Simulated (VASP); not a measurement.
# Sc (P6_3/mmc) in VASP: further runs

Sc is run at these levels: RPBE; tasks: single point.

Program: VASP 6.6.1. These are calculated values, not measurements. Logs are shortened: lines on timing, memory, paths and dates and some standing lists are left out, and cuts for length are marked.

## (1) The cell of the first run

The structure is hexagonal, space group P6_3/mmc (No. 194). The conventional cell has a = 3.336 Å, b = 3.336 Å, c = 5.317 Å, α = 90.00°, β = 90.00°, γ = 120.00°. Sc (site symmetry -6m2) has 12 Sc at 3.28 to 3.34 Å within 4.3 Å.

## (2) Single point, RPBE

Contents of INCAR:

```
SYSTEM = Sc
PREC = Accurate
ENCUT = 520
EDIFF = 1E-7
ISMEAR = -1
SIGMA = 0.01
LREAL = .False.
LASPH = .True.
NELM = 100
ALGO = Normal
ISIF = 2
LWAVE = .False.
LCHARG = .False.
GGA = RP
NBANDS = 18
```

Contents of KPOINTS:

```
Automatic mesh
0
Gamma
  8 8 5
  0 0 0
```

Contents of POSCAR:

```
Sc
1.0
    3.3363483476      0.0000000000      0.0000000000
   -1.6681741738      2.8893845451      0.0000000000
    0.0000000000      0.0000000000      5.3168829682
Sc
2
Direct
    0.3333333333      0.6666666667      0.2500000000
    0.6666666667      0.3333333333      0.7500000000
```

Potentials or basis: VASP PAW PBE potentials, release 64 (Sc_sv).

The run is started by

```console
$ cat potpaw_PBE.64/Sc_sv/POTCAR > POTCAR
$ mpirun -np 1 vasp_std > vasp.out
```

OUTCAR:

```text
SYSTEM = Sc
   PREC = Accurate
   ENCUT = 520
   EDIFF = 1E-7
   ISMEAR = -1
   LREAL = .False.
   LASPH = .True.
   NELM = 100
   ISIF = 2
   GGA = RP

 ion  position               nearest neighbor table
   1  0.333  0.667  0.250-   2 3.28   2 3.28   2 3.28   2 3.28   2 3.28   2 3.28
   2  0.667  0.333  0.750-   1 3.28   1 3.28   1 3.28   1 3.28   1 3.28   1 3.28

  LATTYP: Found a hexagonal cell.
 ALAT       =     3.3363483476
 C/A-ratio  =     1.5936234512

  Lattice vectors:

 A1 = (   3.3363483476,   0.0000000000,   0.0000000000)
 A2 = (  -1.6681741738,   2.8893845451,   0.0000000000)
 A3 = (   0.0000000000,   0.0000000000,   5.3168829682)

Analysis of symmetry for initial positions (statically):
=====================================================================
 Subroutine PRICEL returns:
 Original cell was already a primitive cell.

 Routine SETGRP: Setting up the symmetry group for a
 hexagonal supercell.

 Subroutine GETGRP returns: Found 24 space group operations
 (whereof 12 operations were pure point group operations)
 out of a pool of 24 trial point group operations.

The static configuration has the point symmetry D_3d.
 The point group associated with its full space group is D_6h.

Analysis of symmetry for dynamics (positions and initial velocities):
=====================================================================
 Subroutine PRICEL returns:
 Original cell was already a primitive cell.

 Routine SETGRP: Setting up the symmetry group for a
 hexagonal supercell.

 Subroutine GETGRP returns: Found 24 space group operations
 (whereof 12 operations were pure point group operations)
 out of a pool of 24 trial point group operations.

The dynamic configuration has the point symmetry D_3d.
 The point group associated with its full space group is D_6h.

 Subroutine INISYM returns: Found 24 space group operations
 (whereof 12 operations are pure point group operations),
 and found     1 'primitive' translations

----------------------------------------------------------------------------------------

                                     Primitive cell

  volume of cell :      51.2547

  direct lattice vectors                    reciprocal lattice vectors
     3.336348348  0.000000000  0.000000000     0.299728894  0.173047233  0.000000000
    -1.668174174  2.889384545  0.000000000     0.000000000  0.346094466  0.000000000
     0.000000000  0.000000000  5.316882968     0.000000000  0.000000000  0.188080123

  length of vectors
     3.336348348  3.336367504  5.316882968     0.346096453  0.346094466  0.188080123

  position of ions in fractional coordinates (direct lattice)
     0.333333333  0.666666667  0.250000000
     0.666666667  0.333333333  0.750000000

  ion indices of the primitive-cell ions
   primitive index   ion index
                 1           1
                 2           2

----------------------------------------------------------------------------------------

 KPOINTS: Automatic mesh

Automatic generation of k-mesh.
 Grid dimensions read from file:
 generate k-points for:    8    8    5

 Generating k-lattice:

  Cartesian coordinates                     Fractional coordinates (reciprocal lattice)
     0.037466112  0.021630904  0.000000000     0.125000000 -0.000000000  0.000000000
     0.000000000  0.043261808  0.000000000     0.000000000  0.125000000  0.000000000
     0.000000000  0.000000000  0.037616025     0.000000000  0.000000000  0.200000000

  Length of vectors
     0.043262057  0.043261808  0.037616025

  Shift w.r.t. Gamma in fractional coordinates (k-lattice)
     0.000000000  0.000000000  0.000000000

 Subroutine IBZKPT returns following result:
 ===========================================

 Found     30 irreducible k-points:

 Following reciprocal coordinates:
            Coordinates               Weight
  0.000000  0.000000  0.000000      1.000000
  0.125000  0.000000  0.000000      6.000000
  0.250000  0.000000  0.000000      6.000000
  0.375000 -0.000000  0.000000      6.000000
  0.500000  0.000000  0.000000      3.000000
  0.125000  0.125000  0.000000      6.000000
[... 16 lines left out ...]
  0.250000  0.000000  0.400000     12.000000
  0.375000 -0.000000  0.400000     12.000000
 [... further k-points ...]
   k-points           NKPTS =     30   k-points in BZ     NKDIM =     30   number of bands    NBANDS=     18
   number of dos      NEDOS =    301   number of ions     NIONS =      2
   total plane-waves  NPLWV =  31360
   dimension x,y,z NGX =    28 NGY =   28 NGZ =   40
   dimension x,y,z NGXF=    56 NGYF=   56 NGZF=   80
   ions per type =               2
   NGX,Y,Z   is equivalent  to a cutoff of  13.95, 13.95, 12.51 a.u.
   NGXF,Y,Z  is equivalent  to a cutoff of  27.90, 27.90, 25.01 a.u.
 SYSTEM =  Sc
   PREC   = accura    normal or accurate (medium, high low for compatibility)
   ISTART =      0    job   : 0-new  1-cont  2-samecut
   ICHARG =      2    charge: 1-file 2-atom 10-const
   ISPIN  =      1    spin polarized calculation?
   LNONCOLLINEAR =      F non collinear calculations
   LSORBIT =      F    spin-orbit coupling
   LASPH  =      T    aspherical Exc in radial PAW
   ENCUT  =  520.0 eV  38.22 Ry    6.18 a.u.   6.20  6.20  9.89*2*pi/ulx,y,z
   NELM   =    100;   NELMIN=  2; NELMDL= -5     # of ELM steps
   EDIFF  = 0.1E-06   stopping-criterion for ELM
   LREAL  =      F    real-space projection
   EDIFFG = 0.1E-05   stopping-criterion for IOM
   NSW    =      0    number of steps for IOM
   IBRION =     -1    ionic relax: 0-MD 1-quasi-New 2-CG
   NFREE  =      0    steps in history (QN), initial steepest desc. (CG)
   ISIF   =      2    stress and relaxation
   ISYM   =      2    0-nonsym 1-usesym 2-fastsym
   POTIM  = 0.5000    time-step for ionic-motion
   TEBEG  =    0.0;   TEEND  =   0.0 temperature during run
   PSTRESS=    0.0 pullay stress
   NELECT =      22.0000    total number of electrons
   NUPDOWN=      -1.0000    fix difference up-down
   EMIN   =  10.00;   EMAX   =-10.00  energy-range for DOS
   EFERMI =   0.00;   METHOD = LEGACY
   ISMEAR =    -1;   SIGMA  =   0.01  broadening in eV -4-tet -1-fermi 0-gaus
   EFERMI_NEDOS =   21; number of points for ismear=-14 and -15
   IALGO  =     38    algorithm
   IMIX   =      4    mixing-type and parameters
     AMIX     =   0.40;   BMIX     =  1.00
     AMIX_MAG =   1.60;   BMIX_MAG =  1.00
  volume/ion in A,a.u.               =      25.63       172.94
  Fermi-wavevector in a.u.,A,eV,Ry     =   1.234917  2.333655 20.749158  1.525020
  Thomas-Fermi vector in A             =   2.369588
   LORBIT       =      0    0 simple, 1 ext, 2 COOP (PROOUT), +10 PAW based schemes
   GGA     = RP    functional components
   LHFCALC =     F    Hartree Fock is set to
   AEXX    =    0.0000 exact exchange contribution
   IVDW    =     0    specifies the selected vdW correction
   LEPSILON=     F    determine dielectric tensor
   LRPA    =     F    only Hartree local field effects (RPA)
 non-spin polarized calculation
  energy-cutoff  :      520.00
  volume of cell :       51.25
 maximum number of plane-waves:      1394
 NGX is ok and might be reduce to    28
   NGX = 13   NGY = 13   NGZ = 19

 number of electron      22.0000004 magnetization

 Free energy of the ion-electron system (eV)
  ---------------------------------------------------
  ext. energy  EPLUGINS =         0.00000000
  ---------------------------------------------------
  free energy    TOTEN  =       -11.87244529 eV

  energy without entropy =      -11.87077777  energy(sigma->0) =      -11.87161153

 E-fermi :   3.5743     XC(G=0):  -9.6049

 val. band max:        3.5694568806   @ k =   0.2500   0.2500   0.4000
 cond. band min:       3.6114152131   @ k =   0.3750   0.2500   0.4000
 fundamental gap:      0.0419583325
 Fermi energy:         3.5742947572

 k-point     1 :       0.0000    0.0000    0.0000
  band No.  band energies     occupation
      1     -46.0982      2.00000
      2     -46.0444      2.00000
      3     -24.8099      2.00000
      4     -24.5246      2.00000
      5     -24.5245      2.00000
      6     -24.4732      2.00000
[... 10 lines left out ...]
     17       5.8950      0.00000
     18       5.8951      0.00000

 k-point     2 :       0.1250    0.0000    0.0000
  band No.  band energies     occupation
      1     -46.0921      2.00000
      2     -46.0419      2.00000
      3     -24.7929      2.00000
      4     -24.5594      2.00000
      5     -24.5360      2.00000
      6     -24.5092      2.00000
[... 10 lines left out ...]
     17       5.7136      0.00000
     18       5.7516      0.00000

 k-point     3 :       0.2500    0.0000    0.0000
  band No.  band energies     occupation
      1     -46.0768      2.00000
      2     -46.0367      2.00000
      3     -24.7472      2.00000
      4     -24.6443      2.00000
      5     -24.5935      2.00000
      6     -24.5624      2.00000
[... 10 lines left out ...]
     17       6.0844      0.00000
     18       6.3087      0.00000

 k-point     4 :       0.3750   -0.0000    0.0000
  band No.  band energies     occupation
      1     -46.0595      2.00000
      2     -46.0333      2.00000
      3     -24.7303      2.00000
      4     -24.6894      2.00000
      5     -24.6742      2.00000
      6     -24.5876      2.00000
[... 375 lines left out ...]
      4     -24.5976      2.00000
      5     -24.5320      2.00000
      6     -24.5161      2.00000
[... 10 lines left out ...]
     17       6.5372      0.00000
     18       6.5969      0.00000

 k-point    23 :       0.2500    0.0000    0.4000
  band No.  band energies     occupation
      1     -46.0629      2.00000
      2     -46.0506      2.00000
      3     -24.7118      2.00000
      4     -24.6654      2.00000
      5     -24.5699      2.00000
      6     -24.5380      2.00000
[... 10 lines left out ...]
     17       6.5883      0.00000
     18       6.7159      0.00000

 k-point    24 :       0.3750   -0.0000    0.4000
  band No.  band energies     occupation
      1     -46.0505      2.00000
      2     -46.0424      2.00000
      3     -24.7669      2.00000
      4     -24.7420      2.00000
      5     -24.5720      2.00000
      6     -24.5596      2.00000
[... 10 lines left out ...]
     17       7.0049      0.00000
     18       7.0461      0.00000

 [... further k-points ...]
[... 5 lines left out ...]
  --------------------------------------------------------------------------------------
  -------------------------------------------------------------------------------------
  Total        0.1126558      0.1126575     -0.1776121      0.0000000      0.0000000      0.0000000
  in kB        3.5215217      3.5215757     -5.5519994      0.0000000      0.0000000      0.0000000
  external PRESSURE =       0.4970326 kB  Pullay stress =       0.0000000 kB

 VOLUME and BASIS-vectors are now :
 -----------------------------------------------------------------------------
  energy-cutoff  :      520.00
  volume of cell :       51.25
      direct lattice vectors                 reciprocal lattice vectors
     3.336348348  0.000000000  0.000000000     0.299728894  0.173047233  0.000000000
    -1.668174174  2.889384545  0.000000000     0.000000000  0.346094466  0.000000000
     0.000000000  0.000000000  5.316882968     0.000000000  0.000000000  0.188080123

 POSITION                                       TOTAL-FORCE (eV/Angst)
 -----------------------------------------------------------------------------------
     -0.00000      1.92626      1.32922         0.000000      0.000000      0.000000
      1.66817      0.96313      3.98766        -0.000000     -0.000000      0.000000
 -----------------------------------------------------------------------------------
    total drift:                               -0.000000      0.000000     -0.000000

  FREE ENERGIE OF THE ION-ELECTRON SYSTEM (eV)
  ---------------------------------------------------
  free  energy   TOTEN  =       -11.8724452881 eV

  energy  without entropy=      -11.8707777704  energy(sigma->0) =      -11.87161153
```

It took 40 s on 1 thread of Intel Xeon Platinum 8375C at 2.90GHz (Ice Lake), shared host; peak memory 0.18 GiB.

What came out:

| Quantity | Value |
| --- | --- |
| Free energy | -11.8724 eV |
| Pressure | 0.0 GPa |
| Band gap on the k mesh | zero (bands 11 and 12 overlap by 1.10 eV) |

Stress tensor (GPa, compression positive):
```
 0.35  0.00  0.00
 0.00  0.35  0.00
 0.00  0.00 -0.56
```

Caveat: the PAW data sets were made with another functional, which shifts forces and pressure a little.

## (3) Single point, RPBE

This run uses another cell than the first one, of 26.25 Å³/atom.

Contents of INCAR:

```
SYSTEM = Sc
PREC = Accurate ; ENCUT = 520
EDIFF = 1E-6 ; ISMEAR = -1
SIGMA = 0.01 ; LREAL = .False.
LASPH = .True. ; NELM = 100
ALGO = Normal ; ISIF = 2
LWAVE = .False. ; LCHARG = .False.
GGA = RP ; NBANDS = 18
```

Contents of KPOINTS:

```
regular mesh
0
Gamma
  8 8 5
  0 0 0
```

Contents of POSCAR:

```
Sc
1.0
    3.3632555447      0.0000000000      0.0000000000
   -1.6816277724      2.9126870397      0.0000000000
    0.0000000000      0.0000000000      5.3597629084
Sc
2
Direct
    0.3333333333      0.6666666667      0.2500000000
    0.6666666667      0.3333333333      0.7500000000
```

Potentials or basis: VASP PAW PBE potentials, release 64 (Sc_sv).

The run is started by

```console
$ cat potpaw_PBE.64/Sc_sv/POTCAR > POTCAR
$ mpirun -np 1 vasp_std > vasp.out
```

OUTCAR:

```text
SYSTEM = Sc
   PREC = Accurate
   ENCUT = 520
   EDIFF = 1E-6
   ISMEAR = -1
   LREAL = .False.
   LASPH = .True.
   NELM = 100
   ISIF = 2
   GGA = RP

 ion  position               nearest neighbor table
   1  0.333  0.667  0.250-   2 3.31   2 3.31   2 3.31   2 3.31   2 3.31   2 3.31
   2  0.667  0.333  0.750-   1 3.31   1 3.31   1 3.31   1 3.31   1 3.31   1 3.31

  LATTYP: Found a hexagonal cell.
 ALAT       =     3.3632555447
 C/A-ratio  =     1.5936234512

  Lattice vectors:
[... 192 lines left out ...]
      3     -24.9924      2.00000
      4     -24.7315      2.00000
      5     -24.7314      2.00000
      6     -24.6839      2.00000
[... 481 lines left out ...]
      5     -24.7742      2.00000
      6     -24.7636      2.00000
[... 10 lines left out ...]
     17       6.7760      0.00000
     18       6.8629      0.00000

 [... further k-points ...]
[... 5 lines left out ...]
  --------------------------------------------------------------------------------------
  -------------------------------------------------------------------------------------
  Total       -0.2821331     -0.2821375     -0.5702972      0.0000000      0.0000000      0.0000000
  in kB       -8.6092516     -8.6093835    -17.4025371      0.0000000      0.0000000      0.0000000
  external PRESSURE =     -11.5403907 kB  Pullay stress =       0.0000000 kB

 VOLUME and BASIS-vectors are now :
 -----------------------------------------------------------------------------
  energy-cutoff  :      520.00
  volume of cell :       52.50
      direct lattice vectors                 reciprocal lattice vectors
     3.363255545  0.000000000  0.000000000     0.297330960  0.171662796  0.000000000
    -1.681627772  2.912687040  0.000000000     0.000000000  0.343325591  0.000000000
     0.000000000  0.000000000  5.359762908     0.000000000  0.000000000  0.186575417

 POSITION                                       TOTAL-FORCE (eV/Angst)
 -----------------------------------------------------------------------------------
     -0.00000      1.94179      1.33994        -0.000000      0.000000      0.000000
      1.68163      0.97090      4.01982         0.000000      0.000000      0.000000
 -----------------------------------------------------------------------------------
    total drift:                                0.000000     -0.000000      0.000000

  FREE ENERGIE OF THE ION-ELECTRON SYSTEM (eV)
  ---------------------------------------------------
  free  energy   TOTEN  =       -11.8686380660 eV

  energy  without entropy=      -11.8669271077  energy(sigma->0) =      -11.86778259
```

OSZICAR:

```text
N       E                     dE             d eps       ncg     rms          rms(c)
DAV:   1     0.358467705888E+03    0.35847E+03   -0.11043E+04  1080   0.129E+03
DAV:   2     0.723803693789E+01   -0.35123E+03   -0.34517E+03  1320   0.538E+02
DAV:   3    -0.129758058065E+02   -0.20214E+02   -0.19458E+02  1750   0.153E+02
DAV:   4    -0.133059266525E+02   -0.33012E+00   -0.32818E+00  1622   0.195E+01
DAV:   5    -0.133117457812E+02   -0.58191E-02   -0.58124E-02  1830   0.264E+00    0.714E+00
DAV:   6    -0.120284231982E+02    0.12833E+01   -0.30365E+00  1412   0.189E+01    0.216E+00
DAV:   7    -0.118773312065E+02    0.15109E+00   -0.80150E-01  1460   0.880E+00    0.971E-01
DAV:   8    -0.118716943304E+02    0.56369E-02   -0.54079E-02  1460   0.273E+00    0.319E-01
DAV:   9    -0.118686180081E+02    0.30763E-02   -0.19840E-02  1500   0.143E+00    0.376E-02
DAV:  10    -0.118686425018E+02   -0.24494E-04   -0.39110E-04  1730   0.270E-01    0.178E-02
DAV:  11    -0.118686318031E+02    0.10699E-04   -0.31301E-05  1650   0.628E-02    0.728E-03
DAV:  12    -0.118686389268E+02   -0.71237E-05   -0.33686E-06  1066   0.155E-02    0.222E-03
DAV:  13    -0.118686380660E+02    0.86078E-06   -0.30129E-07   774   0.946E-03
   1 F= -.11868638E+02 E0= -.11867783E+02  d E =-.171096E-02
```

stdout:

```text
POSCAR found type information on POSCAR Sc
 POSCAR found :  1 types and       2 ions
 scaLAPACK will be used
 -----------------------------------------------------------------------------
|                                                                             |
|                                                                             |
|     You enforced a specific xc type in the INCAR file but a different       |
|     I HOPE YOU KNOW WHAT YOU ARE DOING!                                     |
|                                                                             |
 -----------------------------------------------------------------------------

 LDA part: xc-table for (Slater+PW92), standard interpolation
 POSCAR, INCAR and KPOINTS ok, starting setup
 FFT: planning ... GRIDC
 FFT: planning ... GRID_SOFT
 FFT: planning ... GRID
 WAVECAR not read
 entering main loop
```

Wall time 35 s (1 thread of Intel Xeon Platinum 8375C at 2.90GHz (Ice Lake), shared host); peak memory 0.18 GiB.

What came out:

| Item | Value |
| --- | --- |
| Free energy | -11.8686 eV |
| Pressure | -1.2 GPa |
| Band gap on the k mesh | zero (bands 11 and 12 overlap by 1.06 eV) |

Caveat: the PAW data sets were made with another functional, which shifts forces and pressure a little.

The gap in the log of VASP goes by the Fermi energy; the results here count the filled bands.